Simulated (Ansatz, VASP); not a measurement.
# PbS: VASP beside Ansatz

```
Pb S
1.0
     0.00000    3.30098    3.39572
     3.30098    0.00000    3.39572
     3.30098    3.30098    0.00000
Pb S
1 1
Direct
  0.00000 0.00000 0.00000
  0.25000 0.25000 0.25000
```

Change from the starting cell: uniaxial_z strain +2.9%.

Alike in both runs: task single point; functional HSE06; k mesh 4 × 4 × 4; no spin polarisation.

|  | VASP | Ansatz |
| --- | --- | --- |
| version | VASP 6.6.1 | Ansatz 0.2.0 |
| potentials or method | VASP PAW PBE potentials, release 64 (Pb_d, S) | plane waves, PAW |
| plane-wave cutoff (eV) | 520 | 420 |
| occupations | gaussian, width 0.01 eV | fixed |
| valence electrons in the cell | 20 | 20 |

```csv
,VASP,Ansatz,Ansatz less VASP
gap on the k mesh at the Fermi level (eV),1.32,1.32,-0.001
pressure (GPa),-1.0,-1.0,+0.07
"traceless stress, the component that is largest in VASP (GPa)",-0.13,-0.13,+0.001
```

Ansatz's warnings: stress exchange threshold loose, stress scf threshold loose.

Spin-orbit coupling is off throughout.
